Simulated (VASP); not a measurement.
Set up this calculation in VASP 6.6.1, as the native input.

* Task: single point
* Functional: LDA
* Potentials or basis: VASP PAW LDA potentials, release 64 (K_sv, I)
* Cutoff: 520 eV
* k mesh: 6 × 6 × 4
* Occupations: gaussian, width 0.05 eV
* Spin: no spin polarisation
* Dipole correction: no
* Further INCAR settings: ALGO = Normal; EDIFF = 1e-07; NBANDS = 24

The structure of KI lies in POSCAR:

```
KI
1.0
    2.5834761127     -4.3751551378      0.0000000000
    2.5834761127      4.3751551378      0.0000000000
    0.0000000000      0.0000000000      8.2074373721
K I
2 2
Direct
    0.5000000000      0.5000000000      0.5000000000
    0.5000000000      0.5000000000      0.0000000000
    0.8402300000      0.1597700000      0.2500000000
    0.1597700000      0.8402300000      0.7500000000
```

This cell differs from its parent crystal: ratio of the length along z to the lengths across it x 0.92, volume and fractional coordinates fixed.

The input as run:

INCAR

```
PREC = Accurate
ENCUT = 520
EDIFF = 1E-7
ISMEAR = 0
SIGMA = 0.05
LREAL = False
LASPH = True
NELM = 80
ALGO = Normal
ISIF = 2
LWAVE = False
LCHARG = False
NBANDS = 24
```

KPOINTS

```
Automatic mesh
0
Gamma
  6 6 4
```

Potentials or basis: VASP PAW LDA potentials, release 64 (K_sv, I).

The run is started by

```bash
$ cat potpaw_LDA.64/K_sv/POTCAR potpaw_LDA.64/I/POTCAR > POTCAR
$ mpirun -np 1 vasp_std > vasp.out
```

Results of the run:

* Pressure: -1.6 GPa
* Largest force: 0.034 eV/Å
* Band gap on the k mesh: 3.47 eV

Caveat: spin-orbit coupling is left out, which moves the levels of the heavy elements.

Run time: 3 min on 1 thread of Intel(R) Xeon(R) Platinum 8488C (Sapphire Rapids), with other jobs on the host, peak memory 0.33 GiB.
